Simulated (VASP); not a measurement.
# LiH in VASP: notebook

LiH is run at these levels: r2SCAN; tasks: single point.

Everything below comes from runs of VASP 6.6.1. Logs are shortened: lines on timing, memory, paths and dates and some standing lists are left out, and cuts for length are marked.

**1. The cell of the first run**

Symmetry: Fm-3m, No. 225, cubic system. The conventional cell has a = 4.005 Å, b = 4.005 Å, c = 4.005 Å, α = 90.00°, β = 90.00°, γ = 90.00°. Li (site symmetry m-3m) has 6 H at 2.00 Å within 2.7 Å. Within 2.7 Å of H (site symmetry m-3m) lie 6 Li at 2.00 Å.

**2. Single point, r2SCAN**

File POSCAR:

```
LiH
1.0
    2.0023268406      2.0023268406      0.0000000000
   -2.0023268406      2.0023268406      0.0000000000
    0.0000000000      2.0023268406      2.0023268406
Li H
1 1
Direct
    0.0000000000      0.0000000000      0.0000000000
    0.5000000000      0.5000000000      0.0000000000
```

File INCAR.step1:

```
SYSTEM = LiH
ALGO = Normal
EDIFF = 1E-4
ENCUT = 520
GGA = PE
ISMEAR = 0
LASPH = .True.
LCHARG = .False.
LREAL = .False.
LWAVE = .True.
NBANDS = 9
NELM = 100
PREC = Accurate
SIGMA = 0.01
```

File INCAR.step2:

```
SYSTEM = LiH
ALGO = Normal
EDIFF = 1E-7
ENCUT = 520
ISIF = 2
ISMEAR = 0
ISTART = 1
LASPH = .True.
LCHARG = .True.
LELF = .True.
LMIXTAU = .True.
LREAL = .False.
LVHAR = .True.
LWAVE = .False.
METAGGA = R2SCAN
NBANDS = 9
NELM = 100
PREC = Accurate
SIGMA = 0.01
```

File KPOINTS:

```
k-points
0
Gamma
  10 10 10
  0 0 0
```

Potentials or basis: VASP PAW PBE potentials, release 64 (Li_sv, H).

On the command line:

```
$ cat potpaw_PBE.64/Li_sv/POTCAR potpaw_PBE.64/H/POTCAR > POTCAR
$ cp INCAR.step1 INCAR
$ mpirun -np 1 vasp_std > vasp.out
$ cp INCAR.step2 INCAR
$ mpirun -np 1 vasp_std > vasp.out
```

OUTCAR:

```text
SYSTEM = LiH
   EDIFF = 1E-7
   ENCUT = 520
   ISIF = 2
   ISMEAR = 0
   ISTART = 1
   LASPH = .True.
   LREAL = .False.
   METAGGA = R2SCAN
   NELM = 100
   PREC = Accurate

 ion  position               nearest neighbor table
   1  0.000  0.000  0.000-
   2  0.500  0.500  0.000-

  LATTYP: Found a face centered cubic cell.
 ALAT       =     4.0046536812

  Lattice vectors:

 A1 = (   0.0000000000,   2.0023268406,   2.0023268406)
 A2 = (   2.0023268406,   0.0000000000,   2.0023268406)
 A3 = (   2.0023268406,   2.0023268406,   0.0000000000)

Analysis of symmetry for initial positions (statically):
=====================================================================
 Subroutine PRICEL returns:
 Original cell was already a primitive cell.

 Routine SETGRP: Setting up the symmetry group for a
 face centered cubic supercell.

 Subroutine GETGRP returns: Found 48 space group operations
 (whereof 48 operations were pure point group operations)
 out of a pool of 48 trial point group operations.

The static configuration has the point symmetry O_h .

Analysis of symmetry for dynamics (positions and initial velocities):
=====================================================================
 Subroutine PRICEL returns:
 Original cell was already a primitive cell.

 Routine SETGRP: Setting up the symmetry group for a
 face centered cubic supercell.

 Subroutine GETGRP returns: Found 48 space group operations
 (whereof 48 operations were pure point group operations)
 out of a pool of 48 trial point group operations.

The dynamic configuration has the point symmetry O_h .

 Subroutine INISYM returns: Found 48 space group operations
 (whereof 48 operations are pure point group operations),
 and found     1 'primitive' translations

----------------------------------------------------------------------------------------

                                     Primitive cell

  volume of cell :      16.0559

  direct lattice vectors                    reciprocal lattice vectors
     2.002326841  2.002326841  0.000000000     0.249709483  0.249709483 -0.249709483
    -2.002326841  2.002326841  0.000000000    -0.249709483  0.249709483 -0.249709483
     0.000000000  2.002326841  2.002326841     0.000000000  0.000000000  0.499418966

  length of vectors
     2.831717774  2.831717774  2.831717774     0.432509512  0.432509512  0.499418966

  position of ions in fractional coordinates (direct lattice)
     0.000000000  0.000000000  0.000000000
     0.500000000  0.500000000  0.000000000

  ion indices of the primitive-cell ions
   primitive index   ion index
                 1           1
                 2           2

----------------------------------------------------------------------------------------

 KPOINTS: k-points

Automatic generation of k-mesh.
 Grid dimensions read from file:
 generate k-points for:   10   10   10

 Generating k-lattice:

  Cartesian coordinates                     Fractional coordinates (reciprocal lattice)
     0.024970948  0.024970948 -0.024970948     0.100000000  0.000000000  0.000000000
    -0.024970948  0.024970948 -0.024970948     0.000000000  0.100000000  0.000000000
     0.000000000  0.000000000  0.049941897     0.000000000  0.000000000  0.100000000

  Length of vectors
     0.043250951  0.043250951  0.049941897

  Shift w.r.t. Gamma in fractional coordinates (k-lattice)
     0.000000000  0.000000000  0.000000000

 Subroutine IBZKPT returns following result:
 ===========================================

 Found     47 irreducible k-points:

 Following reciprocal coordinates:
            Coordinates               Weight
  0.000000  0.000000  0.000000      1.000000
  0.100000  0.000000  0.000000      8.000000
  0.200000  0.000000  0.000000      8.000000
  0.300000  0.000000  0.000000      8.000000
  0.400000  0.000000  0.000000      8.000000
  0.500000  0.000000  0.000000      4.000000
[... 16 lines left out ...]
  0.300000  0.300000  0.000000     12.000000
  0.400000  0.300000  0.000000     24.000000
 [... further k-points ...]
   k-points           NKPTS =     47   k-points in BZ     NKDIM =     47   number of bands    NBANDS=      9
   number of dos      NEDOS =    301   number of ions     NIONS =      2
   total plane-waves  NPLWV =  13824
   dimension x,y,z NGX =    24 NGY =   24 NGZ =   24
   dimension x,y,z NGXF=    48 NGYF=   48 NGZF=   48
   ions per type =               1   1
   NGX,Y,Z   is equivalent  to a cutoff of  14.09, 14.09, 14.09 a.u.
   NGXF,Y,Z  is equivalent  to a cutoff of  28.18, 28.18, 28.18 a.u.
 SYSTEM =  LiH
   PREC   = accura    normal or accurate (medium, high low for compatibility)
   ISTART =      1    job   : 0-new  1-cont  2-samecut
   ICHARG =      0    charge: 1-file 2-atom 10-const
   ISPIN  =      1    spin polarized calculation?
   LNONCOLLINEAR =      F non collinear calculations
   LSORBIT =      F    spin-orbit coupling
   LASPH  =      T    aspherical Exc in radial PAW
   ENCUT  =  520.0 eV  38.22 Ry    6.18 a.u.   5.27  5.27  5.27*2*pi/ulx,y,z
   NELM   =    100;   NELMIN=  2; NELMDL=  0     # of ELM steps
   EDIFF  = 0.1E-06   stopping-criterion for ELM
   LREAL  =      F    real-space projection
   EDIFFG = 0.1E-05   stopping-criterion for IOM
   NSW    =      0    number of steps for IOM
   IBRION =     -1    ionic relax: 0-MD 1-quasi-New 2-CG
   NFREE  =      0    steps in history (QN), initial steepest desc. (CG)
   ISIF   =      2    stress and relaxation
   ISYM   =      2    0-nonsym 1-usesym 2-fastsym
   POTIM  = 0.5000    time-step for ionic-motion
   TEBEG  =    0.0;   TEEND  =   0.0 temperature during run
   PSTRESS=    0.0 pullay stress
   NELECT =       4.0000    total number of electrons
   NUPDOWN=      -1.0000    fix difference up-down
   EMIN   =  10.00;   EMAX   =-10.00  energy-range for DOS
   EFERMI =   0.00;   METHOD = LEGACY
   ISMEAR =     0;   SIGMA  =   0.01  broadening in eV -4-tet -1-fermi 0-gaus
   EFERMI_NEDOS =   21; number of points for ismear=-14 and -15
   IALGO  =     38    algorithm
   IMIX   =      4    mixing-type and parameters
     AMIX     =   0.40;   BMIX     =  1.00
     AMIX_MAG =   1.60;   BMIX_MAG =  1.00
  volume/ion in A,a.u.               =       8.03        54.18
  Fermi-wavevector in a.u.,A,eV,Ry     =   1.030109  1.946624 14.437477  1.061125
  Thomas-Fermi vector in A             =   2.164191
   LORBIT       =      0    0 simple, 1 ext, 2 COOP (PROOUT), +10 PAW based schemes
   METAGGA = R2SCAN    functional components
   LHFCALC =     F    Hartree Fock is set to
   AEXX    =    0.0000 exact exchange contribution
   IVDW    =     0    specifies the selected vdW correction
   LEPSILON=     F    determine dielectric tensor
   LRPA    =     F    only Hartree local field effects (RPA)
 non-spin polarized calculation
 Gauss-broadening in eV      SIGMA  =   0.01
  energy-cutoff  :      520.00
  volume of cell :       16.06
 maximum number of plane-waves:       444
 NGX is ok and might be reduce to    24
   NGX = 11   NGY = 11   NGZ = 11

 number of electron       3.9999995 magnetization

 Free energy of the ion-electron system (eV)
  ---------------------------------------------------
  ext. energy  EPLUGINS =         0.00000000
  ---------------------------------------------------
  free energy    TOTEN  =        -6.81762230 eV

  energy without entropy =       -6.81762230  energy(sigma->0) =       -6.81762230

 E-fermi :   0.0719     XC(G=0):  -8.8337

 val. band max:       -0.1733880737   @ k =   0.5000   0.5000   0.0000
 cond. band min:       3.4078776206   @ k =   0.5000   0.5000   0.0000
 fundamental gap:      3.5812656942
 Fermi energy:         0.0719364628

 k-point     1 :       0.0000    0.0000    0.0000
  band No.  band energies     occupation
      1     -45.9041      2.00000
      2      -5.6300      2.00000
      3      17.5059      0.00000
      4      19.2567      0.00000
      5      19.2571      0.00000
      6      19.2575      0.00000
      7      23.6872      0.00000
      8      23.6873      0.00000
      9      23.6873      0.00000

 k-point     2 :       0.1000    0.0000    0.0000
  band No.  band energies     occupation
      1     -45.8999      2.00000
      2      -5.4497      2.00000
      3      15.7241      0.00000
      4      18.2445      0.00000
      5      18.8022      0.00000
      6      18.8026      0.00000
      7      23.4580      0.00000
      8      24.6691      0.00000
      9      24.6692      0.00000

 k-point     3 :       0.2000    0.0000    0.0000
  band No.  band energies     occupation
      1     -45.8886      2.00000
      2      -4.9238      2.00000
      3      12.1912      0.00000
      4      16.9091      0.00000
      5      18.1201      0.00000
      6      18.1205      0.00000
      7      24.4554      0.00000
      8      24.4557      0.00000
      9      24.5078      0.00000

 k-point     4 :       0.3000    0.0000    0.0000
  band No.  band energies     occupation
      1     -45.8746      2.00000
      2      -4.1189      2.00000
      3       8.8940      0.00000
      4      15.7820      0.00000
      5      17.7573      0.00000
      6      17.7577      0.00000
      7      22.1450      0.00000
      8      22.1452      0.00000
      9      26.2130      0.00000

 k-point     5 :       0.4000    0.0000    0.0000
  band No.  band energies     occupation
      1     -45.8632      2.00000
      2      -3.2479      2.00000
      3       6.4641      0.00000
      4      15.0466      0.00000
      5      17.8127      0.00000
      6      17.8131      0.00000
      7      20.4265      0.00000
      8      20.4267      0.00000
      9      28.1742      0.00000

 k-point     6 :       0.5000    0.0000    0.0000
  band No.  band energies     occupation
      1     -45.8590      2.00000
      2      -2.8195      2.00000
      3       5.5071      0.00000
      4      14.7920      0.00000
      5      18.0118      0.00000
      6      18.0123      0.00000
      7      19.6663      0.00000
      8      19.6664      0.00000
      9      29.2861      0.00000
[... 169 lines left out ...]
 k-point    21 :      -0.3000    0.2000    0.0000
  band No.  band energies     occupation
      1     -45.8730      2.00000
      2      -3.9691      2.00000
      3      10.5871      0.00000
      4      13.1582      0.00000
      5      14.1238      0.00000
      6      18.6938      0.00000
      7      19.7804      0.00000
      8      26.9282      0.00000
      9      29.5522      0.00000

 k-point    22 :      -0.2000    0.2000    0.0000
  band No.  band energies     occupation
      1     -45.8837      2.00000
      2      -4.6389      2.00000
      3      13.0325      0.00000
      4      14.9452      0.00000
      5      14.9456      0.00000
      6      18.3565      0.00000
      7      19.9424      0.00000
      8      26.4294      0.00000
      9      30.4237      0.00000

 k-point    23 :       0.3000    0.3000    0.0000
  band No.  band energies     occupation
      1     -45.8517      2.00000
      2      -1.8518      2.00000
      3       6.4676      0.00000
      4       8.0887      0.00000
      5      14.6586      0.00000
      6      17.3196      0.00000
      7      26.4741      0.00000
      8      27.6935      0.00000
      9      29.3305      0.00000

 k-point    24 :       0.4000    0.3000    0.0000
  band No.  band energies     occupation
      1     -45.8482      2.00000
      2      -1.1839      2.00000
      3       5.2443      0.00000
      4       8.2735      0.00000
      5      13.4117      0.00000
      6      17.5750      0.00000
      7      24.4851      0.00000
      8      28.2959      0.00000
      9      31.7221      0.00000

 [... further k-points ...]
[... 5 lines left out ...]
  --------------------------------------------------------------------------------------
  -------------------------------------------------------------------------------------
  Total       -0.0498040     -0.0498040     -0.0498040      0.0000000      0.0000000      0.0000000
  in kB       -4.9698098     -4.9698098     -4.9698098      0.0000000      0.0000000      0.0000000
  external PRESSURE =      -4.9698098 kB  Pullay stress =       0.0000000 kB

 VOLUME and BASIS-vectors are now :
 -----------------------------------------------------------------------------
  energy-cutoff  :      520.00
  volume of cell :       16.06
      direct lattice vectors                 reciprocal lattice vectors
     2.002326841  2.002326841  0.000000000     0.249709483  0.249709483 -0.249709483
    -2.002326841  2.002326841  0.000000000    -0.249709483  0.249709483 -0.249709483
     0.000000000  2.002326841  2.002326841     0.000000000  0.000000000  0.499418966

 POSITION                                       TOTAL-FORCE (eV/Angst)
 -----------------------------------------------------------------------------------
      0.00000      0.00000      0.00000        -0.000000     -0.000000      0.000000
      0.00000      2.00233      0.00000         0.000000      0.000000      0.000000
 -----------------------------------------------------------------------------------
    total drift:                                0.000000     -0.000000     -0.000000

  FREE ENERGIE OF THE ION-ELECTRON SYSTEM (eV)
  ---------------------------------------------------
  free  energy   TOTEN  =        -6.8176222955 eV

  energy  without entropy=       -6.8176222955  energy(sigma->0) =       -6.81762230
```

Run time: 29 s. Hardware: 1 thread of Intel Xeon Platinum 8259CL at 2.50GHz (Skylake/Cascade Lake), shared host; peak memory 0.13 GiB.

Results:

- Free energy: -6.8176 eV
- Band gap on the k mesh: 3.58 eV, direct

Caveat: the cutoff is under 1.25 times the usual one of these potentials, so pressure, stress and relaxed cells hold a basis-set (Pulay) error; the PAW data sets were made with another functional, which shifts forces and pressure a little.

[end of part 1 of 3]
